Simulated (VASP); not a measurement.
Here is a VASP 6.6.1 calculation.

The input INCAR:

```
SYSTEM = SiC
PREC = Accurate
ENCUT = 520
EDIFF = 1E-6
ISMEAR = 0
SIGMA = 0.05
LREAL = .FALSE.
LASPH = .TRUE.
NELM = 80
ALGO = Normal
ISIF = 2
LWAVE = .FALSE.
LCHARG = .FALSE.
NBANDS = 11
```

KPOINTS

```
Automatic mesh
0
G
  14 14 14
  0 0 0
```

Contents of POSCAR:

```
SiC
1.0
    0.0000000000      2.1740000000      2.1740000000
    2.1740000000      0.0000000000      2.1740000000
    2.1740000000      2.1740000000      0.0000000000
Si C
1 1
Direct
   -0.1016425341      0.0000000000      0.0000000000
    0.7500000000      0.7500000000      0.7500000000
```

Potentials or basis: VASP PAW LDA potentials, release 64 (Si, C).

The run is started by

```bash
$ cat potpaw_LDA.64/Si/POTCAR potpaw_LDA.64/C/POTCAR > POTCAR
$ mpirun -np 1 vasp_std > vasp.out
```

(1) What does it give for the largest force?

(2) Predict the pressure.

(3) What does it give for the band gap on the k mesh?

Results:

(1) 7.316 eV/Å.

(2) 9.9 GPa.

(3) zero (bands 4 and 5 overlap by 0.07 eV).

Caveat: the cell differs from its parent crystal (all Si atoms moved +0.312 Å, as atom 1 towards its neighbour atom 1 (Si) at 3.075 Å); the stress differs along the axes, from 6 to 18 GPa; semilocal functionals underestimate gaps, and a narrow one can read as zero; forces of over 1 eV/Å act on the atoms, so gaps and moduli don't describe the material at rest.
